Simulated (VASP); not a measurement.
## AlNi: single point with PBE

Crystal: AlNi.

```
Al Ni
1.0
     0.00000    5.78365    5.78365
     5.78365    0.00000    5.78365
     5.78365    5.78365    0.00000
Al Ni
16 16
Direct
  0.12500 0.12500 0.12500
  0.37500 0.37500 0.37500
  0.12500 0.12500 0.62500
  0.37500 0.37500 0.87500
  0.12500 0.62500 0.12500
  0.37500 0.87500 0.37500
  0.12500 0.62500 0.62500
  0.37500 0.87500 0.87500
  0.62500 0.12500 0.12500
  0.87500 0.37500 0.37500
  0.62500 0.12500 0.62500
  0.87500 0.37500 0.87500
  0.62500 0.62500 0.12500
  0.87500 0.87500 0.37500
  0.62500 0.62500 0.62500
  0.87500 0.87500 0.87500
  0.00000 0.00000 0.00000
  0.25000 0.25000 0.25000
  0.00000 0.00000 0.50000
  0.25000 0.25000 0.75000
  0.00000 0.50000 0.00000
  0.25000 0.75000 0.25000
  0.00000 0.50000 0.50000
  0.25000 0.75000 0.75000
  0.50000 0.00000 0.00000
  0.75000 0.25000 0.25000
  0.50000 0.00000 0.50000
  0.75000 0.25000 0.75000
  0.50000 0.50000 0.00000
  0.75000 0.75000 0.25000
  0.50000 0.50000 0.50000
  0.75000 0.75000 0.75000
```

```json
{
 "Program": "VASP 6.6.1",
 "Task": "single point",
 "Functional": "PBE",
 "Potentials or basis": "VASP PAW PBE potentials, release 64 (Al, Ni)",
 "Cutoff": "520 eV",
 "k mesh": "2 × 2 × 2",
 "Occupations": "methfessel-paxton, width 0.1 eV",
 "Spin": "no spin polarisation"
}
```

```yaml
Pressure: 0.2 GPa
Band_gap_on_the_k_mesh: zero (bands 104 and 105 overlap by 1.79 eV)
```

Levels at points of the mesh, in eV from the Fermi level:
| k point | band 98 | band 99 | band 100 | band 101 | band 102 | band 103 | band 104 | band 105 | band 106 | band 107 |
| --- | --- | --- | --- | --- | --- | --- | --- | --- | --- | --- |
| (0.00, 0.00, 0.00) | -0.79 | -0.45 | -0.45 | -0.45 | 1.67 | 1.67 | 1.67 | 2.25 | 2.25 | 2.25 |
| (0.50, 0.00, 0.00) | -0.05 | -0.05 | -0.05 | -0.05 | -0.05 | 0.02 | 0.02 | 0.02 | 0.02 | 0.02 |
| (0.50, 0.50, 0.00) | -0.50 | -0.37 | -0.37 | -0.37 | -0.37 | -0.12 | -0.12 | -0.12 | -0.12 | 1.02 |

It took 9.8 min on 1 thread of Intel(R) Xeon(R) Platinum 8259CL CPU @ 2.50GHz (Skylake/Cascade Lake) (shared host), peak memory 0.59 GiB.

Caveat: the k points lie up to 0.47 Å⁻¹ apart, too coarse for converged energies and pressures of a metal. Spin polarisation is off, so any magnetic state and its effect on volume and gap are missing.
